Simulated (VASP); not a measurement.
# Ru (P6_3/mmc) in VASP: a series of runs

Runs on Ru. Level: PBE. Tasks: single point.

All numbers are computed with VASP 6.6.1; they aren't measurements. Logs are shortened: lines on timing, memory, paths and dates and some standing lists are left out, and cuts for length are marked.

### 1 The cell of the first run

It takes space group P6_3/mmc (No. 194, hexagonal). The conventional cell has a = 2.708 Å, b = 2.708 Å, c = 4.268 Å, α = 90.00°, β = 90.00°, γ = 120.00°. Ru (site symmetry -6m2) has 12 Ru at 2.65 to 2.71 Å within 3.5 Å.

### 2 Single point, PBE

INCAR reads:

```
SYSTEM = Ru
  PREC = Accurate
  ENCUT = 520
  EDIFF = 1E-6
  ISMEAR = 0
  SIGMA = 0.1
  LREAL = .False.
  LASPH = .True.
  NELM = 100
  ALGO = Fast
  ISIF = 2
  LWAVE = .False.
  LCHARG = .True.
  GGA = PE
  LELF = .True.
  LVHAR = .True.
  NBANDS = 21
```

KPOINTS reads:

```
regular mesh
0
Gamma
  9 9 4
  0 0 0
```

POSCAR reads:

```
Ru
1.0
    2.7078263400      0.0000000000      0.0000000000
   -1.3539131700      2.3450464000      0.0000000000
    0.0000000000      0.0000000000      4.2681017800
Ru
2
Direct
    0.3333333300      0.6666666700      0.2500000000
    0.6666666700      0.3333333300      0.7500000000
```

Potentials or basis: VASP PAW PBE potentials, release 64 (Ru_pv).

The run is started by

```sh
> cat potpaw_PBE.64/Ru_pv/POTCAR > POTCAR
> mpirun -np 1 vasp_std > vasp.out
```

OUTCAR:

```text
SYSTEM = Ru
   PREC = Accurate
   ENCUT = 520
   EDIFF = 1E-6
   ISMEAR = 0
   LREAL = .False.
   LASPH = .True.
   NELM = 100
   ISIF = 2
   GGA = PE

 ion  position               nearest neighbor table
   1  0.333  0.667  0.250-   2 2.65   2 2.65   2 2.65   2 2.65   2 2.65   2 2.65
   2  0.667  0.333  0.750-   1 2.65   1 2.65   1 2.65   1 2.65   1 2.65   1 2.65

  LATTYP: Found a hexagonal cell.
 ALAT       =     2.7078263400
 C/A-ratio  =     1.5762095659

  Lattice vectors:

 A1 = (   2.7078263400,   0.0000000000,   0.0000000000)
 A2 = (  -1.3539131700,   2.3450464000,   0.0000000000)
 A3 = (   0.0000000000,   0.0000000000,   4.2681017800)

Analysis of symmetry for initial positions (statically):
=====================================================================
 Subroutine PRICEL returns:
 Original cell was already a primitive cell.

 Routine SETGRP: Setting up the symmetry group for a
 hexagonal supercell.

 Subroutine GETGRP returns: Found 24 space group operations
 (whereof 12 operations were pure point group operations)
 out of a pool of 24 trial point group operations.

The static configuration has the point symmetry D_3d.
 The point group associated with its full space group is D_6h.

Analysis of symmetry for dynamics (positions and initial velocities):
=====================================================================
 Subroutine PRICEL returns:
 Original cell was already a primitive cell.

 Routine SETGRP: Setting up the symmetry group for a
 hexagonal supercell.

 Subroutine GETGRP returns: Found 24 space group operations
 (whereof 12 operations were pure point group operations)
 out of a pool of 24 trial point group operations.

The dynamic configuration has the point symmetry D_3d.
 The point group associated with its full space group is D_6h.

 Subroutine INISYM returns: Found 24 space group operations
 (whereof 12 operations are pure point group operations),
 and found     1 'primitive' translations

----------------------------------------------------------------------------------------

                                     Primitive cell

  volume of cell :      27.1024

  direct lattice vectors                    reciprocal lattice vectors
     2.707826340  0.000000000  0.000000000     0.369299901  0.213215397  0.000000000
    -1.353913170  2.345046400  0.000000000     0.000000000  0.426430795  0.000000000
     0.000000000  0.000000000  4.268101780     0.000000000  0.000000000  0.234296193

  length of vectors
     2.707826340  2.707826340  4.268101780     0.426430795  0.426430795  0.234296193

  position of ions in fractional coordinates (direct lattice)
     0.333333330  0.666666670  0.250000000
     0.666666670  0.333333330  0.750000000

  ion indices of the primitive-cell ions
   primitive index   ion index
                 1           1
                 2           2

----------------------------------------------------------------------------------------

 KPOINTS: regular mesh

Automatic generation of k-mesh.
 Grid dimensions read from file:
 generate k-points for:    9    9    4

 Generating k-lattice:

  Cartesian coordinates                     Fractional coordinates (reciprocal lattice)
     0.041033322  0.023690600  0.000000000     0.111111111  0.000000000  0.000000000
     0.000000000  0.047381199  0.000000000     0.000000000  0.111111111  0.000000000
     0.000000000  0.000000000  0.058574048     0.000000000  0.000000000  0.250000000

  Length of vectors
     0.047381199  0.047381199  0.058574048

  Shift w.r.t. Gamma in fractional coordinates (k-lattice)
     0.000000000  0.000000000  0.000000000

 Subroutine IBZKPT returns following result:
 ===========================================

 Found     36 irreducible k-points:

 Following reciprocal coordinates:
            Coordinates               Weight
  0.000000  0.000000  0.000000      1.000000
  0.111111  0.000000  0.000000      6.000000
  0.222222  0.000000  0.000000      6.000000
  0.333333  0.000000  0.000000      6.000000
  0.444444  0.000000  0.000000      6.000000
  0.111111  0.111111  0.000000      6.000000
[... 16 lines left out ...]
  0.333333  0.222222  0.250000     24.000000
  0.333333  0.333333  0.250000      4.000000
 [... further k-points ...]
   k-points           NKPTS =     36   k-points in BZ     NKDIM =     36   number of bands    NBANDS=     21
   number of dos      NEDOS =    301   number of ions     NIONS =      2
   total plane-waves  NPLWV =  12800
   dimension x,y,z NGX =    20 NGY =   20 NGZ =   32
   dimension x,y,z NGXF=    40 NGYF=   40 NGZF=   64
   ions per type =               2
   NGX,Y,Z   is equivalent  to a cutoff of  12.28, 12.28, 12.46 a.u.
   NGXF,Y,Z  is equivalent  to a cutoff of  24.56, 24.56, 24.93 a.u.
 SYSTEM =  Ru
   PREC   = accura    normal or accurate (medium, high low for compatibility)
   ISTART =      0    job   : 0-new  1-cont  2-samecut
   ICHARG =      2    charge: 1-file 2-atom 10-const
   ISPIN  =      1    spin polarized calculation?
   LNONCOLLINEAR =      F non collinear calculations
   LSORBIT =      F    spin-orbit coupling
   LASPH  =      T    aspherical Exc in radial PAW
   ENCUT  =  520.0 eV  38.22 Ry    6.18 a.u.   5.03  5.03  7.94*2*pi/ulx,y,z
   NELM   =    100;   NELMIN=  2; NELMDL= -5     # of ELM steps
   EDIFF  = 0.1E-05   stopping-criterion for ELM
   LREAL  =      F    real-space projection
   EDIFFG = 0.1E-04   stopping-criterion for IOM
   NSW    =      0    number of steps for IOM
   IBRION =     -1    ionic relax: 0-MD 1-quasi-New 2-CG
   NFREE  =      0    steps in history (QN), initial steepest desc. (CG)
   ISIF   =      2    stress and relaxation
   ISYM   =      2    0-nonsym 1-usesym 2-fastsym
   POTIM  = 0.5000    time-step for ionic-motion
   TEBEG  =    0.0;   TEEND  =   0.0 temperature during run
   PSTRESS=    0.0 pullay stress
   NELECT =      28.0000    total number of electrons
   NUPDOWN=      -1.0000    fix difference up-down
   EMIN   =  10.00;   EMAX   =-10.00  energy-range for DOS
   EFERMI =   0.00;   METHOD = LEGACY
   ISMEAR =     0;   SIGMA  =   0.10  broadening in eV -4-tet -1-fermi 0-gaus
   EFERMI_NEDOS =   21; number of points for ismear=-14 and -15
   IALGO  =     68    algorithm
   IMIX   =      4    mixing-type and parameters
     AMIX     =   0.40;   BMIX     =  1.00
     AMIX_MAG =   1.60;   BMIX_MAG =  1.00
  volume/ion in A,a.u.               =      13.55        91.45
  Fermi-wavevector in a.u.,A,eV,Ry     =   1.654977  3.127452 37.265640  2.738947
  Thomas-Fermi vector in A             =   2.743152
   LORBIT       =      0    0 simple, 1 ext, 2 COOP (PROOUT), +10 PAW based schemes
   GGA     = PE    functional components
   LHFCALC =     F    Hartree Fock is set to
   AEXX    =    0.0000 exact exchange contribution
   IVDW    =     0    specifies the selected vdW correction
   LEPSILON=     F    determine dielectric tensor
   LRPA    =     F    only Hartree local field effects (RPA)
 non-spin polarized calculation
 RMM-DIIS sequential band-by-band and
 Gauss-broadening in eV      SIGMA  =   0.10
  energy-cutoff  :      520.00
  volume of cell :       27.10
 maximum number of plane-waves:       744
   NGX = 11   NGY = 11   NGZ = 15

 number of electron      28.0000006 magnetization

 Free energy of the ion-electron system (eV)
  ---------------------------------------------------
  ext. energy  EPLUGINS =         0.00000000
  ---------------------------------------------------
  free energy    TOTEN  =       -18.45577360 eV

  energy without entropy =      -18.44495261  energy(sigma->0) =      -18.45036310

 E-fermi :  13.0491     XC(G=0): -14.1319

 val. band max:       12.9081767712   @ k =   0.3333   0.0000   0.2500
 cond. band min:      13.0507958206   @ k =   0.3333   0.0000   0.0000
 fundamental gap:      0.1426190494
 Fermi energy:        13.0490555945

 k-point     1 :       0.0000    0.0000    0.0000
  band No.  band energies     occupation
      1     -30.7997      2.00000
      2     -29.8460      2.00000
      3     -29.8460      2.00000
      4     -29.6713      2.00000
      5     -29.6713      2.00000
      6     -29.6402      2.00000
[... 13 lines left out ...]
     20      23.2847      0.00000
     21      23.3439      0.00000

 k-point     2 :       0.1111    0.0000    0.0000
  band No.  band energies     occupation
      1     -30.7578      2.00000
      2     -29.9328      2.00000
      3     -29.8753      2.00000
      4     -29.7616      2.00000
      5     -29.6832      2.00000
      6     -29.6603      2.00000
[... 13 lines left out ...]
     20      23.2847      0.00000
     21      23.3200      0.00000

 k-point     3 :       0.2222    0.0000    0.0000
  band No.  band energies     occupation
      1     -30.6422      2.00000
      2     -30.1528      2.00000
      3     -29.9827      2.00000
      4     -29.9461      2.00000
      5     -29.7206      2.00000
      6     -29.7161      2.00000
[... 13 lines left out ...]
     20      23.2846      0.00000
     21      23.2969      0.00000

 k-point     4 :       0.3333    0.0000    0.0000
  band No.  band energies     occupation
      1     -30.4828      2.00000
      2     -30.4029      2.00000
      3     -30.2220      2.00000
      4     -30.0226      2.00000
      5     -29.8167      2.00000
      6     -29.7567      2.00000
[... 13 lines left out ...]
     20      23.2845      0.00000
     21      24.4321      0.00000

 k-point     5 :       0.4444    0.0000    0.0000
  band No.  band energies     occupation
      1     -30.5654      2.00000
      2     -30.3723      2.00000
      3     -30.3399      2.00000
      4     -30.0708      2.00000
      5     -29.9180      2.00000
      6     -29.7843      2.00000
[... 13 lines left out ...]
     20      24.5085      0.00000
     21      26.1377      0.00000
[... 382 lines left out ...]
     20      24.2402      0.00000
     21      26.0802      0.00000

 k-point    22 :       0.2222    0.2222    0.2500
  band No.  band energies     occupation
      1     -30.5368      2.00000
      2     -30.4260      2.00000
      3     -30.1259      2.00000
      4     -30.1153      2.00000
      5     -29.9263      2.00000
      6     -29.8128      2.00000
[... 13 lines left out ...]
     20      24.8551      0.00000
     21      25.3006      0.00000

 k-point    23 :       0.3333    0.2222    0.2500
  band No.  band energies     occupation
      1     -30.5550      2.00000
      2     -30.4645      2.00000
      3     -30.2651      2.00000
      4     -30.0727      2.00000
      5     -29.9881      2.00000
      6     -29.8650      2.00000
[... 13 lines left out ...]
     20      24.0243      0.00000
     21      25.9464      0.00000

 k-point    24 :       0.3333    0.3333    0.2500
  band No.  band energies     occupation
      1     -30.4509      2.00000
      2     -30.4509      2.00000
      3     -30.4008      2.00000
      4     -30.1373      2.00000
      5     -29.9334      2.00000
      6     -29.9334      2.00000
[... 13 lines left out ...]
     20      25.5378      0.00000
     21      25.8465      0.00000

 [... further k-points ...]
[... 5 lines left out ...]
  --------------------------------------------------------------------------------------
  -------------------------------------------------------------------------------------
  Total        0.9235590      0.9235590      0.8100060      0.0000000     -0.0000000     -0.0000000
  in kB       54.5969308     54.5969309     47.8841515      0.0000000     -0.0000000     -0.0000000
  external PRESSURE =      52.3593377 kB  Pullay stress =       0.0000000 kB

 VOLUME and BASIS-vectors are now :
 -----------------------------------------------------------------------------
  energy-cutoff  :      520.00
  volume of cell :       27.10
      direct lattice vectors                 reciprocal lattice vectors
     2.707826340  0.000000000  0.000000000     0.369299901  0.213215397  0.000000000
    -1.353913170  2.345046400  0.000000000     0.000000000  0.426430795  0.000000000
     0.000000000  0.000000000  4.268101780     0.000000000  0.000000000  0.234296193

 POSITION                                       TOTAL-FORCE (eV/Angst)
 -----------------------------------------------------------------------------------
     -0.00000      1.56336      1.06703         0.000000     -0.000000      0.000000
      1.35391      0.78168      3.20108        -0.000000      0.000000      0.000000
 -----------------------------------------------------------------------------------
    total drift:                               -0.000004      0.000003     -0.000000

  FREE ENERGIE OF THE ION-ELECTRON SYSTEM (eV)
  ---------------------------------------------------
  free  energy   TOTEN  =       -18.4557735979 eV

  energy  without entropy=      -18.4449526056  energy(sigma->0) =      -18.45036310
```

Run time: 8.9 s. Hardware: 1 thread of Intel Xeon 6975P-C (Granite Rapids), shared host; peak memory 0.14 GiB.

What came out:

```
Free energy            : -18.4558 eV
Pressure               : 5.2 GPa
Band gap on the k mesh : zero (band 14 reaches 14.34 eV, above the bottom of band 15 at 11.30 eV)
```

Caveat: the k points lie up to 0.37 Å⁻¹ apart.

### 3 Single point, PBE

This run uses another cell than the first one, of 13.76 Å³/atom, 1.016 times its volume.

INCAR reads:

```
SYSTEM = Ru
ALGO = Fast ; EDIFF = 1E-7
ENCUT = 520 ; GGA = PE
ISIF = 2 ; ISMEAR = 0
LASPH = .TRUE. ; LCHARG = .FALSE.
LREAL = .FALSE. ; LWAVE = .FALSE.
NBANDS = 21 ; NELM = 80
PREC = Accurate ; SIGMA = 0.1
```

KPOINTS reads:

```
k-points
0
G
  15 15 8
  0 0 0
```

POSCAR reads:

```
Ru
1.0
    2.7200332038      0.0000000000      0.0000000000
   -1.3600166019      2.3556178536      0.0000000000
    0.0000000000      0.0000000000      4.2956611061
Ru
2
Direct
    0.3333333333      0.6666666667      0.2500000000
    0.6666666667      0.3333333333      0.7500000000
```

Potentials or basis: VASP PAW PBE potentials, release 64 (Ru_pv).

The run is started by

```sh
> cat potpaw_PBE.64/Ru_pv/POTCAR > POTCAR
> mpirun -np 1 vasp_std > vasp.out
```

It took 30 s on 1 thread of Intel Xeon 6975P-C (Granite Rapids), shared host; peak memory 0.17 GiB.

It converged, with:

```
Free energy            : -18.4771 eV
Pressure               : 0.0 GPa
Band gap on the k mesh : zero (band 14 reaches 14.11 eV, above the bottom of band 15 at 11.11 eV)
```

Levels at points of the mesh, in eV from the Fermi level:
| k point | band 10 | band 11 | band 12 | band 13 | band 14 | band 15 | band 16 | band 17 | band 18 | band 19 |
| --- | --- | --- | --- | --- | --- | --- | --- | --- | --- | --- |
| (0.00, 0.00, 0.00) | -2.54 | -2.35 | -1.87 | -1.87 | -1.37 | -1.37 | 1.16 | 1.16 | 1.31 | 10.17 |
| (0.00, 0.00, 0.50) | -2.71 | -2.71 | -2.71 | -2.65 | -2.65 | 0.54 | 0.54 | 0.54 | 0.54 | 10.44 |

### 4 Single point, PBE

This run uses another cell than the first one, of 13.79 Å³/atom, 1.017 times its volume.

INCAR reads:

```
PREC = Accurate ; ENCUT = 520
EDIFF = 1E-7 ; ISMEAR = -1
SIGMA = 0.15 ; LREAL = F
LASPH = T ; NELM = 80
ALGO = Normal ; ISIF = 2
LWAVE = F ; LCHARG = F
GGA = PE ; NBANDS = 21
```

KPOINTS reads:

```
regular mesh
0
Gamma
  15 15 8
```

POSCAR reads:

```
Ru
1.0
    2.7220029874      0.0000000000      0.0000000000
   -1.3610014937      2.3573237362      0.0000000000
    0.0000000000      0.0000000000      4.2969005178
Ru
2
Direct
    0.3333333333      0.6666666667      0.2500000000
    0.6666666667      0.3333333333      0.7500000000
```

The run is started by

```sh
> cat potpaw_PBE.64/Ru_pv/POTCAR > POTCAR
> mpirun -np 1 vasp_std > vasp.out
```

Run time: 24 s. Hardware: 1 thread of Intel Xeon 6975P-C (Granite Rapids), shared host; peak memory 0.17 GiB.

The run converged. Its results:

```yaml
Free_energy: -18.5333 eV
Pressure: -0.1 GPa
Band_gap_on_the_k_mesh: zero (band 14 reaches 14.08 eV, above the bottom of band 15 at 11.08 eV)
```

Levels at points of the mesh, in eV from the Fermi level:
| k point | band 11 | band 12 | band 13 | band 14 | band 15 | band 16 | band 17 | band 18 |
| --- | --- | --- | --- | --- | --- | --- | --- | --- |
| (0.00, 0.00, 0.00) | -2.36 | -1.88 | -1.88 | -1.39 | -1.39 | 1.14 | 1.14 | 1.29 |
| (0.00, 0.00, 0.50) | -2.72 | -2.72 | -2.66 | -2.66 | 0.52 | 0.52 | 0.52 | 0.52 |

### 5 Overview

| cell | k mesh | smearing | gap on the mesh (eV) | pressure (GPa) |
| --- | --- | --- | --- | --- |
| a = 2.708, b = 2.708, c = 4.268 Å, angles 90.0, 90.0, 120.0°, 2 atoms | 9 × 9 × 4 | gaussian 0.1 eV | none | 5.2 |
| a = 2.720, b = 2.720, c = 4.296 Å, angles 90.0, 90.0, 120.0°, 2 atoms | 15 × 15 × 8 | gaussian 0.1 eV | none | 0.0 |
| a = 2.722, b = 2.722, c = 4.297 Å, angles 90.0, 90.0, 120.0°, 2 atoms | 15 × 15 × 8 | fermi-dirac 0.15 eV | none | -0.1 |

Alike in all rows: task single point; level PBE; potentials or basis VASP PAW PBE potentials, release 64 (Ru_pv); no spin polarisation; cutoff (eV) 520.

Caveats: some runs use coarse meshes.

Total energies depend on the potentials used, so only differences within one code and one set of settings carry meaning.
